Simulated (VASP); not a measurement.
Runs of VASP 6.6.1 on La. The structure is that of space group Fm-3m (No. 225), or close to it. The cells are those of the table. 

```csv
cell,gap on the mesh (eV),pressure (GPa)
"a = 3.610 Å, angles 60.0°, 1 atom",none,-1.1
"a = 3.656 Å, angles 60.0°, 1 atom",none,-2.1
"a = 3.563 Å, angles 60.0°, 1 atom",none,0.1
"a = 3.414 Å, angles 60.0°, 1 atom",none,(b)
"a = 3.465 Å, angles 60.0°, 1 atom",none,(a)
```

Alike in all rows: task single point; level LDA; potentials or basis VASP PAW LDA potentials, release 64 (La); no spin polarisation; k mesh 12 × 12 × 12; cutoff (eV) 520; smearing fermi-dirac 0.1 eV.

Task: Fill in the values left out.

Result: (a) 2.9; (b) 4.6.

Caveats: spin-orbit coupling is left out, which moves the levels of the heavy elements.

A k mesh can miss the band edges, and the runs leave out spin-orbit coupling on La.

A gap of «none» marks levels without a gap at the run's occupations.
